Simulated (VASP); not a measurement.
Input of a VASP 6.6.1 run:

Contents of INCAR:

```
PREC = Accurate ; ENCUT = 600
EDIFF = 1E-6 ; ISMEAR = 0
SIGMA = 0.1 ; LREAL = F
LASPH = T ; NELM = 80
ALGO = Normal ; ISIF = 3
LWAVE = F ; LCHARG = F
GGA = PE ; IBRION = 2
NSW = 90 ; EDIFFG = -0.04
```

Contents of KPOINTS:

```
regular mesh
0
Gamma
  6 6 6
```

The input POSCAR:

```
Nb2MoO2
1.0
   -1.7910944729      1.7910944729      4.6994062903
    1.7910944729     -1.7910944729      4.6994062903
    1.7910944729      1.7910944729     -4.6994062903
Nb Mo O
2 1 2
Direct
    0.2500000000      0.7500000000      0.5000000000
    0.7500000000      0.2500000000      0.5000000000
    0.0000000000      0.0000000000      0.0000000000
    0.6260000000      0.6260000000      0.0000000000
    0.3740000000      0.3740000000      0.0000000000
```

Potentials or basis: VASP PAW PBE potentials, release 64 (Nb_sv, Mo_sv, O).

The run is started by

```console
$ cat potpaw_PBE.64/Nb_sv/POTCAR potpaw_PBE.64/Mo_sv/POTCAR potpaw_PBE.64/O/POTCAR > POTCAR
$ mpirun -np 1 vasp_std > vasp.out
```

Problem. What does it give for the band gap on the k mesh?

Solution. Zero (bands 26 and 27 overlap by 1.43 eV).

Problem. What does it give for the relaxed cell?

Solution. a = 4.819 Å, b = 4.819 Å, c = 4.819 Å, α = 126.92°, β = 126.92°, γ = 78.39°.

Problem. Predict the relaxed volume.

Solution. 13.85 Å³/atom.

Problem. Estimate the space group after relaxing (to 0.1 Å).

Solution. I4/mmm (No. 139).

Final structure:
```xyz
5
Lattice="-2.1532 2.1532 3.7345 2.1532 -2.1532 3.7345 2.1532 2.1532 -3.7345" Properties=species:S:1:pos:R:3 pbc="T T T"
Nb    2.1532    0.0000    1.8673
Nb    0.0000    2.1532    1.8673
Mo    0.0000    0.0000    0.0000
O     0.0000    0.0000    5.3893
O     0.0000    0.0000    2.0797
```
